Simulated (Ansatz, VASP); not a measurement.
## CoSi: VASP beside Ansatz

Contents of INCAR:

```
ALGO = Normal ; EDIFF = 1E-6
ENCUT = 520 ; GGA = PS
ISIF = 2 ; ISMEAR = 0
LASPH = True ; LCHARG = True
LELF = True ; LREAL = False
LVHAR = True ; LWAVE = False
NBANDS = 36 ; NELM = 60
PREC = Accurate ; SIGMA = 0.15
```

The input KPOINTS:

```
k-points
0
Gamma
  10 10 10
```

File POSCAR:

```
CoSi
1.0
    4.3858255181      0.0000000000      0.0000000000
    0.0000000000      4.3858255181      0.0000000000
    0.0000000000      0.0000000000      4.3858255181
Co Si
4 4
Direct
    0.1416954750      0.1416954750      0.1416954750
    0.3583045250      0.8583045250      0.6416954750
    0.6416954750      0.3583045250      0.8583045250
    0.8583045250      0.6416954750      0.3583045250
    0.8430353257      0.8430353257      0.8430353257
    0.6569646743      0.1569646743      0.3430353257
    0.3430353257      0.6569646743      0.1569646743
    0.1569646743      0.3430353257      0.6569646743
```

Input for Ansatz:

```yaml
crystal:
  lattice:
    - [4.3858255181, 0.0, 0.0]
    - [0.0, 4.3858255181, 0.0]
    - [0.0, 0.0, 4.3858255181]
  atoms:
    - { symbol: Co, position: [0.141695475, 0.141695475, 0.141695475] }
    - { symbol: Co, position: [0.358304525, 0.858304525, 0.641695475] }
    - { symbol: Co, position: [0.641695475, 0.358304525, 0.858304525] }
    - { symbol: Co, position: [0.858304525, 0.641695475, 0.358304525] }
    - { symbol: Si, position: [0.8430353257, 0.8430353257, 0.8430353257] }
    - { symbol: Si, position: [0.6569646743, 0.1569646743, 0.3430353257] }
    - { symbol: Si, position: [0.3430353257, 0.6569646743, 0.1569646743] }
    - { symbol: Si, position: [0.1569646743, 0.3430353257, 0.6569646743] }
basis:
  ecutwfc: 420
kpoints:
  mp_grid: { grid: [10, 10, 10] }
hamiltonian:
  xc: pbesol
scf:
  occupations: { method: gaussian, width: 0.15 }
output:
  forces: true
  stress: true
  eigenvalues: true
  write_density: true
  write_potential: true
  elf: true
  volumetric_format: npy
```

Change from the starting cell: mode 4 (200.1 1/cm) frozen in, largest displacement -0.030 Å.

Alike in both runs: task single point; functional PBEsol; k mesh 10 × 10 × 10; occupations gaussian, width 0.15 eV; no spin polarisation.

```csv
,VASP,Ansatz
version,VASP 6.6.1,Ansatz 0.2.0
potentials or method,"VASP PAW PBE potentials, release 64 (Co, Si), cutoff 520 eV","scalar-relativistic, plane waves, PAW"
valence electrons in the cell,52,84
```

Ansatz gave:

```
gap on the k mesh at the Fermi level (eV) : none
pressure (GPa)                            : 0.6
rms of the force components (eV/Å)        : 0.103
```

Problem. Which values does VASP return?

Solution. gap on the k mesh at the Fermi level (eV): none; pressure (GPa): 0.9; rms of the force components (eV/Å): 0.109.

VASP's potentials were made for PBE, not for PBEsol. Atom by atom the forces differ by 0.006 eV/Å (rms over components). A gap of «none» marks a metal or a gap that the smearing closes. VASP's potentials hold 52 valence electrons a cell and Ansatz's 84, so a difference there can come from the potentials and not from the codes.
